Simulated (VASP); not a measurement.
# Zr (P6_3/mmc) in VASP: notebook, part 2 of 2

VASP 6.6.1.

### 4 Relaxation of cell and atoms, LDA

INCAR

```
SYSTEM = Zr
PREC = Accurate ; ENCUT = 600
EDIFF = 1E-6 ; ISMEAR = 0
SIGMA = 0.1 ; LREAL = .False.
LASPH = .True. ; NELM = 60
ALGO = Fast ; ISIF = 3
LWAVE = .False. ; LCHARG = .False.
GGA = CA ; IBRION = 2
NSW = 100 ; EDIFFG = -0.002
```

KPOINTS

```
regular mesh
0
Gamma
  15 15 8
  0 0 0
```

POSCAR

```
Zr
1.0
    3.2320000000      0.0000000000      0.0000000000
   -1.6160000000      2.7989941050      0.0000000000
    0.0000000000      0.0000000000      5.1470000000
Zr
2
Direct
    0.3333333333      0.6666666667      0.2500000000
    0.6666666667      0.3333333333      0.7500000000
```

Potentials or basis: VASP PAW LDA potentials, release 64 (Zr_sv).

The run is started by

```
$ cat potpaw_LDA.64/Zr_sv/POTCAR > POTCAR
$ mpirun -np 1 vasp_std > vasp.out
```

OUTCAR:

```text
SYSTEM = Zr
   PREC = Accurate
   ENCUT = 600
   EDIFF = 1E-6
   ISMEAR = 0
   LREAL = .False.
   LASPH = .True.
   NELM = 60
   ISIF = 3
   GGA = CA
   IBRION = 2
   NSW = 100
   EDIFFG = -0.002

 ion  position               nearest neighbor table
   1  0.333  0.667  0.250-   2 3.18   2 3.18   2 3.18   2 3.18   2 3.18   2 3.18
   2  0.667  0.333  0.750-   1 3.18   1 3.18   1 3.18   1 3.18   1 3.18   1 3.18

  LATTYP: Found a hexagonal cell.
 ALAT       =     3.2320000000
 C/A-ratio  =     1.5925123762

  Lattice vectors:

 A1 = (   3.2320000000,   0.0000000000,   0.0000000000)
 A2 = (  -1.6160000000,   2.7989941050,   0.0000000000)
 A3 = (   0.0000000000,   0.0000000000,   5.1470000000)

Analysis of symmetry for initial positions (statically):
=====================================================================
 Subroutine PRICEL returns:
 Original cell was already a primitive cell.

 Routine SETGRP: Setting up the symmetry group for a
 hexagonal supercell.

 Subroutine GETGRP returns: Found 24 space group operations
 (whereof 12 operations were pure point group operations)
 out of a pool of 24 trial point group operations.

The static configuration has the point symmetry D_3d.
 The point group associated with its full space group is D_6h.

Analysis of symmetry for dynamics (positions and initial velocities):
=====================================================================
 Subroutine PRICEL returns:
 Original cell was already a primitive cell.

 Routine SETGRP: Setting up the symmetry group for a
 hexagonal supercell.

 Subroutine GETGRP returns: Found 24 space group operations
 (whereof 12 operations were pure point group operations)
 out of a pool of 24 trial point group operations.

The dynamic configuration has the point symmetry D_3d.
 The point group associated with its full space group is D_6h.

 Subroutine INISYM returns: Found 24 space group operations
[... 135 lines left out ...]
 NGX is ok and might be reduce to    28
   NGX = 13   NGY = 13   NGZ = 21

--------------------------------------- Ionic step        1  -------------------------------------------

 number of electron      24.0000000 magnetization

 Free energy of the ion-electron system (eV)
  ---------------------------------------------------
  ext. energy  EPLUGINS =         0.00000000
  ---------------------------------------------------
  free energy    TOTEN  =       -18.53122806 eV

  energy without entropy =      -18.52065142  energy(sigma->0) =      -18.52593974

------------------------ aborting loop because EDIFF is reached ----------------------------------------

  FORCE on cell =-STRESS in cart. coord.  units (eV):
  Direction    XX          YY          ZZ          XY          YZ          ZX
  --------------------------------------------------------------------------------------
  -------------------------------------------------------------------------------------
  Total       -1.8117503     -1.8117503     -1.6308230      0.0000000     -0.0000000      0.0000000
  in kB      -62.3420993    -62.3420993    -56.1164120      0.0000000     -0.0000000      0.0000000
  external PRESSURE =     -60.2668702 kB  Pullay stress =       0.0000000 kB
[... 23 lines left out ...]
--------------------------------------- Ionic step        2  -------------------------------------------

 number of electron      24.0000000 magnetization

 E-fermi :  10.3358     XC(G=0): -11.8966

 val. band max:       10.3229178926   @ k =   0.3333   0.2667   0.3750
 cond. band min:      10.3453120284   @ k =   0.0000   0.0000   0.5000
 fundamental gap:      0.0223941358
 Fermi energy:        10.3357561976

 k-point     1 :       0.0000    0.0000    0.0000
  band No.  band energies     occupation
      1     -38.0407      2.00000
      2     -37.7768      2.00000
      3     -16.9725      2.00000
      4     -15.6660      2.00000
      5     -15.6660      2.00000
      6     -15.4604      2.00000
[... 512 lines left out ...]
  FREE ENERGIE OF THE ION-ELECTRON SYSTEM (eV)
  ---------------------------------------------------
  free  energy   TOTEN  =       -18.5883984945 eV

  energy  without entropy=      -18.5776933684  energy(sigma->0) =      -18.58304593

[... ionic steps 4 to 23 ...]

--------------------------------------- Ionic step       24  -------------------------------------------

 number of electron      24.0000000 magnetization

------------------------ aborting loop because EDIFF is reached ----------------------------------------
[... 67 lines left out ...]
--------------------------------------- Ionic step       26  -------------------------------------------

 number of electron      24.0000000 magnetization

 Free energy of the ion-electron system (eV)
  ---------------------------------------------------
  ext. energy  EPLUGINS =         0.00000000
  ---------------------------------------------------
  free energy    TOTEN  =       -18.59023128 eV

  energy without entropy =      -18.57957367  energy(sigma->0) =      -18.58490248

 E-fermi :   9.5568     XC(G=0): -11.5968

 val. band max:        9.5529358524   @ k =   0.0667   0.0667   0.3750
 cond. band min:       9.5646861997   @ k =   0.1333   0.1333   0.3750
 fundamental gap:      0.0117503473
 Fermi energy:         9.5567665191

 k-point     1 :       0.0000    0.0000    0.0000
  band No.  band energies     occupation
      1     -38.8935      2.00000
      2     -38.6991      2.00000
      3     -17.6734      2.00000
      4     -16.5912      2.00000
      5     -16.5912      2.00000
      6     -16.4557      2.00000
[... 476 lines left out ...]
  FREE ENERGIE OF THE ION-ELECTRON SYSTEM (eV)
  ---------------------------------------------------
  free  energy   TOTEN  =       -18.5902312815 eV

  energy  without entropy=      -18.5795736699  energy(sigma->0) =      -18.58490248

 reached required accuracy - stopping structural energy minimisation
```

Run time: 15 min. Hardware: 1 thread of Intel Xeon Platinum 8488C (Sapphire Rapids), shared host; peak memory 0.24 GiB.

Results:

```yaml
Free_energy: -18.5902 eV
Relaxed_volume: 21.80 Å³/atom
Relaxed_cell: a = 3.143 Å, b = 3.143 Å, c = 5.097 Å, α = 90.00°, β = 90.00°, γ = 120.00°
Space_group_after_relaxing_to_0.1_Å: P6_3/mmc (No. 194)
Energy_gained_by_relaxing: 29.5 meV/atom
Ionic_steps: 26
Pressure_after_relaxing: 0.0 GPa
Band_gap_on_the_k_mesh: zero (bands 12 and 13 overlap by 1.35 eV)
```

Step by step:
```
step  energy change (eV)  largest force (eV/Å)  pressure (GPa)  volume (Å³)
   1              0.0000                0.0000           -6.03        46.56
   2              0.0039                0.0000            7.49        40.91
   3             -0.0572                0.0000           -0.02        43.69
   4             -0.0572                0.0000            0.10        43.63
   5             -0.0586                0.0000            0.06        43.61
   6             -0.0590                0.0000            0.04        43.58
   7             -0.0590                0.0000            0.03        43.58
   8             -0.0590                0.0000            0.03        43.58
   9             -0.0590                0.0000           -0.03        43.60
  10             -0.0590                0.0000           -0.03        43.59
  11             -0.0590                0.0000            0.01        43.58
  12             -0.0590                0.0000            0.02        43.59
  13             -0.0590                0.0000            0.03        43.59
  14             -0.0590                0.0000            0.02        43.59
  15             -0.0590                0.0000            0.02        43.59
  16             -0.0590                0.0000            0.02        43.60
  17             -0.0590                0.0000           -0.12        43.64
  18             -0.0590                0.0000           -0.03        43.61
  19             -0.0590                0.0000           -0.08        43.61
  20             -0.0590                0.0000           -0.04        43.61
  21             -0.0590                0.0000           -0.05        43.61
  22             -0.0590                0.0000           -0.04        43.60
  23             -0.0590                0.0000           -0.03        43.60
  24             -0.0590                0.0000            0.02        43.59
  25             -0.0590                0.0000            0.03        43.59
  26             -0.0590                0.0000            0.00        43.60
```

Final structure:
```xyz
2
Lattice="3.1429 0.0000 0.0000 -1.5714 2.7218 0.0000 0.0000 0.0000 5.0965" Properties=species:S:1:pos:R:3 pbc="T T T"
Zr    0.0000    1.8146    1.2741
Zr    1.5714    0.9073    3.8224
```

### 5 The runs side by side

```tsv
task	cell	k mesh	cutoff (eV)	gap on the mesh (eV)	pressure (GPa)
single point	a = 3.232, b = 3.232, c = 5.147 Å, angles 90.0, 90.0, 120.0°, 2 atoms	6 × 6 × 4	520	none	-6.3
single point	a = 3.143, b = 3.143, c = 5.092 Å, angles 90.0, 90.0, 120.0°, 2 atoms	15 × 15 × 8	520	none	0.1
relaxation of cell and atoms	relaxed from a = 3.232, b = 3.232, c = 5.147 Å, angles 90.0, 90.0, 120.0°, 2 atoms	15 × 15 × 8	600	none	0.0
```

Alike in all rows: level LDA; potentials or basis VASP PAW LDA potentials, release 64 (Zr_sv); no spin polarisation; smearing gaussian 0.1 eV.

Caveats: some runs use coarse meshes.

Absolute energies hang on the potentials; compare differences alone.
